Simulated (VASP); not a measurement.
# Rh (P6_3/mmc) in VASP: a series of runs

Runs on Rh. Level: PBEsol. Tasks: single point.

Everything below comes from runs of VASP 6.6.1. Logs are shortened: lines on timing, memory, paths and dates and some standing lists are left out, and cuts for length are marked.

## 1. The cell of the first run

Symmetry: P6_3/mmc, No. 194, hexagonal system. The conventional cell has a = 2.675 Å, b = 2.675 Å, c = 4.338 Å, α = 90.00°, β = 90.00°, γ = 120.00°. Within 3.5 Å of Rh (site symmetry -6m2) lie 12 Rh at 2.66 to 2.68 Å.

This isn't the form of Rh at room conditions, which is fcc.

## 2. Single point, PBEsol

File INCAR:

```
SYSTEM = Rh
PREC = Accurate
ENCUT = 520
EDIFF = 1E-6
ISMEAR = 0
SIGMA = 0.15
LREAL = .False.
LASPH = .True.
NELM = 100
ALGO = Normal
ISIF = 2
LWAVE = .False.
LCHARG = .True.
GGA = PS
LELF = .True.
LVHAR = .True.
NBANDS = 22
```

File KPOINTS:

```
Automatic mesh
0
Gamma
  12 12 7
  0 0 0
```

File POSCAR:

```
Rh
1.0
    2.6752291308      0.0000000000      0.0000000000
   -1.3376145654      2.3168163923      0.0000000000
    0.0000000000      0.0000000000      4.3380863070
Rh
2
Direct
    0.6666666667      0.3333333333      0.7500000000
    0.3333333333      0.6666666667      0.2500000000
```

Potentials or basis: VASP PAW PBE potentials, release 64 (Rh_pv).

The run is started by

```bash
> cat potpaw_PBE.64/Rh_pv/POTCAR > POTCAR
> mpirun -np 1 vasp_std > vasp.out
```

OUTCAR:

```text
SYSTEM = Rh
   PREC = Accurate
   ENCUT = 520
   EDIFF = 1E-6
   ISMEAR = 0
   LREAL = .False.
   LASPH = .True.
   NELM = 100
   ISIF = 2
   GGA = PS

 ion  position               nearest neighbor table
   1  0.667  0.333  0.750-   2 2.66   2 2.66   2 2.66   2 2.66   2 2.66   2 2.66
   2  0.333  0.667  0.250-   1 2.66   1 2.66   1 2.66   1 2.66   1 2.66   1 2.66

  LATTYP: Found a hexagonal cell.
 ALAT       =     2.6752291308
 C/A-ratio  =     1.6215756090

  Lattice vectors:

 A1 = (   2.6752291308,   0.0000000000,   0.0000000000)
 A2 = (  -1.3376145654,   2.3168163923,   0.0000000000)
 A3 = (   0.0000000000,   0.0000000000,   4.3380863070)

Analysis of symmetry for initial positions (statically):
=====================================================================
 Subroutine PRICEL returns:
 Original cell was already a primitive cell.

 Routine SETGRP: Setting up the symmetry group for a
 hexagonal supercell.

 Subroutine GETGRP returns: Found 24 space group operations
 (whereof 12 operations were pure point group operations)
 out of a pool of 24 trial point group operations.

The static configuration has the point symmetry D_3d.
 The point group associated with its full space group is D_6h.

Analysis of symmetry for dynamics (positions and initial velocities):
=====================================================================
 Subroutine PRICEL returns:
 Original cell was already a primitive cell.

 Routine SETGRP: Setting up the symmetry group for a
 hexagonal supercell.

 Subroutine GETGRP returns: Found 24 space group operations
 (whereof 12 operations were pure point group operations)
 out of a pool of 24 trial point group operations.

The dynamic configuration has the point symmetry D_3d.
 The point group associated with its full space group is D_6h.

 Subroutine INISYM returns: Found 24 space group operations
 (whereof 12 operations are pure point group operations),
 and found     1 'primitive' translations

----------------------------------------------------------------------------------------

                                     Primitive cell

  volume of cell :      26.8875

  direct lattice vectors                    reciprocal lattice vectors
     2.675229131  0.000000000  0.000000000     0.373799757  0.215813390  0.000000000
    -1.337614565  2.316816392  0.000000000     0.000000000  0.431626780  0.000000000
     0.000000000  0.000000000  4.338086307     0.000000000  0.000000000  0.230516391
[... 76 lines left out ...]
   ISTART =      0    job   : 0-new  1-cont  2-samecut
   ICHARG =      2    charge: 1-file 2-atom 10-const
   ISPIN  =      1    spin polarized calculation?
   LNONCOLLINEAR =      F non collinear calculations
   LSORBIT =      F    spin-orbit coupling
   LASPH  =      T    aspherical Exc in radial PAW
   ENCUT  =  520.0 eV  38.22 Ry    6.18 a.u.   4.97  4.97  8.07*2*pi/ulx,y,z
   NELM   =    100;   NELMIN=  2; NELMDL= -5     # of ELM steps
   EDIFF  = 0.1E-05   stopping-criterion for ELM
   LREAL  =      F    real-space projection
   EDIFFG = 0.1E-04   stopping-criterion for IOM
   NSW    =      0    number of steps for IOM
   IBRION =     -1    ionic relax: 0-MD 1-quasi-New 2-CG
   NFREE  =      0    steps in history (QN), initial steepest desc. (CG)
   ISIF   =      2    stress and relaxation
   ISYM   =      2    0-nonsym 1-usesym 2-fastsym
   POTIM  = 0.5000    time-step for ionic-motion
   TEBEG  =    0.0;   TEEND  =   0.0 temperature during run
   PSTRESS=    0.0 pullay stress
   NELECT =      30.0000    total number of electrons
   NUPDOWN=      -1.0000    fix difference up-down
   EMIN   =  10.00;   EMAX   =-10.00  energy-range for DOS
   EFERMI =   0.00;   METHOD = LEGACY
   ISMEAR =     0;   SIGMA  =   0.15  broadening in eV -4-tet -1-fermi 0-gaus
   EFERMI_NEDOS =   21; number of points for ismear=-14 and -15
   IALGO  =     38    algorithm
   IMIX   =      4    mixing-type and parameters
     AMIX     =   0.40;   BMIX     =  1.00
     AMIX_MAG =   1.60;   BMIX_MAG =  1.00
  volume/ion in A,a.u.               =      13.44        90.72
  Fermi-wavevector in a.u.,A,eV,Ry     =   1.697976  3.208710 39.227282  2.883124
  Thomas-Fermi vector in A             =   2.778560
   LORBIT       =      0    0 simple, 1 ext, 2 COOP (PROOUT), +10 PAW based schemes
   GGA     = PS    functional components
   LHFCALC =     F    Hartree Fock is set to
   AEXX    =    0.0000 exact exchange contribution
   IVDW    =     0    specifies the selected vdW correction
   LEPSILON=     F    determine dielectric tensor
   LRPA    =     F    only Hartree local field effects (RPA)
 non-spin polarized calculation
 Gauss-broadening in eV      SIGMA  =   0.15
  energy-cutoff  :      520.00
  volume of cell :       26.89
 maximum number of plane-waves:       744
 NGX is ok and might be reduce to    20
   NGX =  9   NGY =  9   NGZ = 17

 number of electron      30.0000002 magnetization

 Free energy of the ion-electron system (eV)
  ---------------------------------------------------
  ext. energy  EPLUGINS =         0.00000000
  ---------------------------------------------------
  free energy    TOTEN  =       -16.21243043 eV

  energy without entropy =      -16.17788481  energy(sigma->0) =      -16.19515762

 E-fermi :  12.2805     XC(G=0): -14.3619

 val. band max:       12.2788112103   @ k =   0.4167   0.1667   0.1429
 cond. band min:      12.2980104452   @ k =   0.0833  -0.0000   0.4286
 fundamental gap:      0.0191992349
 Fermi energy:        12.2804537907

 k-point     1 :       0.0000    0.0000    0.0000
  band No.  band energies     occupation
      1     -35.0018      2.00000
      2     -34.2937      2.00000
      3     -34.2937      2.00000
      4     -34.1919      2.00000
      5     -34.1796      2.00000
      6     -34.1796      2.00000
[... 589 lines left out ...]
     21      27.8580      0.00000
     22      27.9784      0.00000

 [... further k-points ...]
[... 5 lines left out ...]
  --------------------------------------------------------------------------------------
  -------------------------------------------------------------------------------------
  Total        0.4132995      0.4132996      0.3474570      0.0000000      0.0000000     -0.0000000
  in kB       24.6277493     24.6277494     20.7043127      0.0000000      0.0000000     -0.0000000
  external PRESSURE =      23.3199371 kB  Pullay stress =       0.0000000 kB

 VOLUME and BASIS-vectors are now :
 -----------------------------------------------------------------------------
  energy-cutoff  :      520.00
  volume of cell :       26.89
      direct lattice vectors                 reciprocal lattice vectors
     2.675229131  0.000000000  0.000000000     0.373799757  0.215813390  0.000000000
    -1.337614565  2.316816392  0.000000000     0.000000000  0.431626780  0.000000000
     0.000000000  0.000000000  4.338086307     0.000000000  0.000000000  0.230516391

 POSITION                                       TOTAL-FORCE (eV/Angst)
 -----------------------------------------------------------------------------------
      1.33761      0.77227      3.25356        -0.000000      0.000000      0.000000
     -0.00000      1.54454      1.08452         0.000000     -0.000000      0.000000
 -----------------------------------------------------------------------------------
    total drift:                                0.000000     -0.000000      0.000000

  FREE ENERGIE OF THE ION-ELECTRON SYSTEM (eV)
  ---------------------------------------------------
  free  energy   TOTEN  =       -16.2124304273 eV

  energy  without entropy=      -16.1778848102  energy(sigma->0) =      -16.19515762
```

OSZICAR:

```text
N       E                     dE             d eps       ncg     rms          rms(c)
DAV:   1     0.327710073423E+03    0.32771E+03   -0.19110E+04  3360   0.159E+03
DAV:   2    -0.101640977720E+02   -0.33787E+03   -0.32585E+03  3470   0.477E+02
DAV:   3    -0.173965132560E+02   -0.72324E+01   -0.71935E+01  3944   0.786E+01
DAV:   4    -0.174429505003E+02   -0.46437E-01   -0.46433E-01  3726   0.638E+00
DAV:   5    -0.174436647191E+02   -0.71422E-03   -0.71421E-03  3992   0.811E-01    0.167E+01
DAV:   6    -0.162666595433E+02    0.11770E+01   -0.26308E+00  3710   0.175E+01    0.539E+00
DAV:   7    -0.162212425935E+02    0.45417E-01   -0.66284E-02  3890   0.234E+00    0.232E+00
DAV:   8    -0.162132188327E+02    0.80238E-02   -0.12362E-02  3554   0.130E+00    0.522E-01
DAV:   9    -0.162124191987E+02    0.79963E-03   -0.65256E-04  3806   0.312E-01    0.430E-02
DAV:  10    -0.162124302426E+02   -0.11044E-04   -0.70858E-06  3984   0.254E-02    0.117E-02
DAV:  11    -0.162124304273E+02   -0.18471E-06   -0.14425E-06  2612   0.130E-02
   1 F= -.16212430E+02 E0= -.16195158E+02  d E =-.345456E-01
```

stdout:

```text
POSCAR found type information on POSCAR Rh
 POSCAR found :  1 types and       2 ions
 scaLAPACK will be used
 -----------------------------------------------------------------------------
|                                                                             |
|                                                                             |
|     You enforced a specific xc type in the INCAR file but a different       |
|     I HOPE YOU KNOW WHAT YOU ARE DOING!                                     |
|                                                                             |
 -----------------------------------------------------------------------------

 LDA part: xc-table for (Slater+PW92), standard interpolation
 POSCAR, INCAR and KPOINTS ok, starting setup
 FFT: planning ... GRIDC
 FFT: planning ... GRID_SOFT
 FFT: planning ... GRID
 WAVECAR not read
 entering main loop
```

It took 41 s on 1 thread of AMD EPYC 7R13, shared host; peak memory 0.13 GiB.

Results:

| Property | Result |
| --- | --- |
| Free energy | -16.2124 eV |
| Pressure | 2.3 GPa |
| Band gap on the k mesh | zero (bands 15 and 16 overlap by 2.53 eV) |

Stress tensor (GPa, compression positive):
```
2.46 0.00 0.00
0.00 2.46 0.00
0.00 0.00 2.07
```

Caveat: the PAW data sets were made with another functional, which shifts forces and pressure a little.

## 3. Single point, PBEsol

This run uses another cell than the first one, of 13.73 Å³/atom.

File INCAR:

```
SYSTEM = Rh
PREC = Accurate ; ENCUT = 520
EDIFF = 1E-6 ; ISMEAR = 0
SIGMA = 0.15 ; LREAL = .FALSE.
LASPH = .TRUE. ; NELM = 100
ALGO = Normal ; ISIF = 2
LWAVE = .FALSE. ; LCHARG = .FALSE.
GGA = PS ; NBANDS = 22
```

File KPOINTS:

```
regular mesh
0
G
  12 12 7
  0 0 0
```

File POSCAR:

```
Rh
1.0
    2.6940693933      0.0000000000      0.0000000000
   -1.3470346966      2.3331325382      0.0000000000
    0.0000000000      0.0000000000      4.3686372171
Rh
2
Direct
    0.6666666667      0.3333333333      0.7500000000
    0.3333333333      0.6666666667      0.2500000000
```

Potentials or basis: VASP PAW PBE potentials, release 64 (Rh_pv).

The run is started by

```bash
> cat potpaw_PBE.64/Rh_pv/POTCAR > POTCAR
> mpirun -np 1 vasp_std > vasp.out
```

Run time: 43 s. Hardware: 1 thread of AMD EPYC 7R13, shared host; peak memory 0.13 GiB.

The run converged. Its results:

```yaml
Free_energy: -16.2102 eV
Pressure: -3.7 GPa
Band_gap_on_the_k_mesh: zero (bands 15 and 16 overlap by 2.44 eV)
```

Stress tensor (GPa, compression positive):
```
-3.56  0.00  0.00
 0.00 -3.56  0.00
 0.00  0.00 -4.11
```

Levels at points of the mesh, in eV from the Fermi level:
```csv
k point,band 13,band 14,band 15,band 16,band 17,band 18
"(0.00, 0.00, 0.00)",-2.54,-1.92,-1.92,0.13,0.13,0.60
"(0.50, 0.00, 0.00)",-2.21,0.44,0.62,0.74,3.01,5.11
```

Caveat: the cell stands under tension; the PAW data sets were made with another functional, which shifts forces and pressure a little.

## 4. Single point, PBEsol

This run uses another cell than the first one, of 14.02 Å³/atom.

File INCAR:

```
  PREC = Accurate
  ENCUT = 520
  EDIFF = 1E-6
  ISMEAR = 0
  SIGMA = 0.15
  LREAL = F
  LASPH = T
  NELM = 80
  ALGO = Normal
  ISIF = 2
  LWAVE = F
  LCHARG = T
  GGA = PS
  LELF = T
  LVHAR = T
  NBANDS = 22
```

File KPOINTS:

```
regular mesh
0
Gamma
  12 12 7
```

File POSCAR:

```
Rh
1.0
    2.7126497693      0.0000000000      0.0000000000
   -1.3563248847      2.3492236159      0.0000000000
    0.0000000000      0.0000000000      4.3987667018
Rh
2
Direct
    0.6666666667      0.3333333333      0.7500000000
    0.3333333333      0.6666666667      0.2500000000
```

The run is started by

```bash
> cat potpaw_PBE.64/Rh_pv/POTCAR > POTCAR
> mpirun -np 1 vasp_std > vasp.out
```

Run time: 63 s. Hardware: 1 thread of AMD EPYC 7R13, shared host; peak memory 0.13 GiB.

It converged, with:

```
Free energy            : -16.1877 eV
Pressure               : -9.1 GPa
Band gap on the k mesh : zero (bands 15 and 16 overlap by 2.35 eV)
```

Stress tensor (GPa, compression positive):
```
-8.86  0.00  0.00
 0.00 -8.86  0.00
 0.00  0.00 -9.54
```

Levels at points of the mesh, in eV from the Fermi level:
| k point | band 11 | band 12 | band 13 | band 14 | band 15 | band 16 | band 17 | band 18 | band 19 | band 20 |
| --- | --- | --- | --- | --- | --- | --- | --- | --- | --- | --- |
| (0.00, 0.00, 0.00) | -2.97 | -2.46 | -2.46 | -1.85 | -1.85 | 0.13 | 0.13 | 0.63 | 8.34 | 15.83 |
| (0.50, 0.00, 0.00) | -2.67 | -2.21 | -2.14 | 0.42 | 0.60 | 0.72 | 2.94 | 5.00 | 10.12 | 10.57 |

Caveat: the cell stands under tension; the PAW data sets were made with another functional, which shifts forces and pressure a little.

## 5. Single point, PBEsol

This run uses another cell than the first one, of 14.30 Å³/atom.

File INCAR:

```
SYSTEM = Rh
PREC = Accurate
ENCUT = 520
EDIFF = 1E-6
ISMEAR = 0
SIGMA = 0.15
LREAL = .False.
LASPH = .True.
NELM = 60
ALGO = Normal
ISIF = 2
LWAVE = .False.
LCHARG = .False.
GGA = PS
NBANDS = 22
```

File KPOINTS:

```
Automatic mesh
0
Gamma
  12 12 7
  0 0 0
```

File POSCAR:

```
Rh
1.0
    2.7309790400      0.0000000000      0.0000000000
   -1.3654895200      2.3650972300      0.0000000000
    0.0000000000      0.0000000000      4.4284890000
Rh
2
Direct
    0.6666666667      0.3333333333      0.7500000000
    0.3333333333      0.6666666667      0.2500000000
```

The run is started by

```bash
> cat potpaw_PBE.64/Rh_pv/POTCAR > POTCAR
> mpirun -np 1 vasp_std > vasp.out
```

Run time: 60 s. Hardware: 1 thread of AMD EPYC 7R13, shared host; peak memory 0.13 GiB.

Results (log left out):

```yaml
Free_energy: -16.1473 eV
Pressure: -13.8 GPa
Band_gap_on_the_k_mesh: zero (bands 15 and 16 overlap by 2.28 eV)
```

Stress tensor (GPa, compression positive):
```
-13.49   0.00   0.00
  0.00 -13.49   0.00
  0.00   0.00 -14.31
```

Levels at points of the mesh, in eV from the Fermi level:
```tsv
k point	band 13	band 14	band 15	band 16	band 17	band 18
(0.00, 0.00, 0.00)	-2.38	-1.79	-1.79	0.13	0.13	0.66
(0.50, 0.00, 0.00)	-2.07	0.41	0.58	0.69	2.88	4.90
```

Caveat: the cell stands under tension; the PAW data sets were made with another functional, which shifts forces and pressure a little.

## 6. The runs side by side

```tsv
cell	gap on the mesh (eV)	pressure (GPa)
a = 2.675, b = 2.675, c = 4.338 Å, angles 90.0, 90.0, 120.0°, 2 atoms	none	2.3
a = 2.694, b = 2.694, c = 4.369 Å, angles 90.0, 90.0, 120.0°, 2 atoms	none	-3.7
a = 2.713, b = 2.713, c = 4.399 Å, angles 90.0, 90.0, 120.0°, 2 atoms	none	-9.1
a = 2.731, b = 2.731, c = 4.428 Å, angles 90.0, 90.0, 120.0°, 2 atoms	none	-13.8
```

Alike in all rows: task single point; level PBEsol; potentials or basis VASP PAW PBE potentials, release 64 (Rh_pv); no spin polarisation; k mesh 12 × 12 × 7; cutoff (eV) 520; smearing gaussian 0.15 eV.

Caveats: the PAW data sets were made with another functional, which shifts forces and pressure a little; the cell stands under tension (at least some runs).

Absolute energies hang on the potentials; compare differences alone.
